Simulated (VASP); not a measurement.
Set up this calculation in VASP 6.6.1, as the native input.

```
Task                   : single point
Functional             : LDA
Potentials or basis    : VASP PAW LDA potentials, release 64 (Ga_d, As)
Cutoff                 : 520 eV
k mesh                 : 12 × 12 × 12
Occupations            : gaussian, width 0.1 eV
Spin                   : no spin polarisation
Dipole correction      : no
Further INCAR settings : ALGO = Normal; EDIFF = 1e-07; NBANDS = 16
```

The structure of GaAs lies in POSCAR:

```
GaAs
1.0
    0.0000000000      2.8016907960      2.8016907960
    2.8016907960      0.0000000000      2.8016907960
    2.8016907960      2.8016907960      0.0000000000
Ga As
1 1
Direct
    0.0000000000      0.0000000000      0.0000000000
    0.7500000000      0.7500000000      0.7500000000
```

One way to write it, as run:

INCAR

```
PREC     = Accurate       # precision mode
ENCUT    = 520            # plane-wave cutoff, eV
EDIFF    = 1E-7           # SCF threshold, eV
ISMEAR   = 0              # smearing method
SIGMA    = 0.1            # smearing width, eV
LREAL    = False          # projectors in reciprocal space
LASPH    = True           # aspherical terms in the spheres
NELM     = 100            # most SCF steps
ALGO     = Normal         # electronic algorithm
ISIF     = 2              # what is computed and relaxed
LWAVE    = False          # write WAVECAR
LCHARG   = True           # write CHGCAR
GGA      = CA             # functional
LELF     = True           # ELF
LVHAR    = True         
NBANDS   = 16             # bands
```

KPOINTS

```
regular mesh
0
Gamma
  12 12 12
```

Potentials or basis: VASP PAW LDA potentials, release 64 (Ga_d, As).

Launch:

```console
$ cat potpaw_LDA.64/Ga_d/POTCAR potpaw_LDA.64/As/POTCAR > POTCAR
$ mpirun -np 1 vasp_std > vasp.out
```

Results of the run:

```json
{"Pressure": "0.3 GPa", "Band gap on the k mesh": "0.54 eV"}
```

Run time: 20 s on 1 thread of Intel(R) Xeon(R) 6975P-C (Granite Rapids) (shared host), peak memory 0.18 GiB.
